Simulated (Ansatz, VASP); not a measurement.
**One calculation of MgS, two programs**

```
Mg S
1.0
     4.03462    0.00000    0.00000
    -2.01731    3.49409    0.00000
     0.00000    0.00000    6.43229
Mg S
2 2
Direct
  0.66667 0.33333 0.49575
  0.33333 0.66667 0.99575
  0.33333 0.66667 0.37924
  0.66667 0.33333 0.87924
```

Alike in both runs: task relaxation of cell and atoms; functional PBEsol; k mesh 5 × 5 × 3; no spin polarisation.

```csv
,VASP,Ansatz
version,VASP 6.6.1,Ansatz 0.2.0
potentials or method,"VASP PAW PBE potentials, release 64 (Mg, S), cutoff 600 eV","plane waves, PAW"
occupations,"gaussian, width 0.01 eV",fixed
valence electrons in the cell,16,32
```

|  | VASP | Ansatz | Ansatz less VASP |
| --- | --- | --- | --- |
| relaxed volume (Å³/atom) | 22.53 | 22.55 | +0.020 |
| relaxed cell length with the largest relative difference (Å) | 6.409 | 6.414 | +0.0045 |

VASP's potentials were made for PBE, not for PBEsol. VASP's potentials hold 16 valence electrons a cell and Ansatz's 32, so a difference there can come from the potentials and not from the codes.
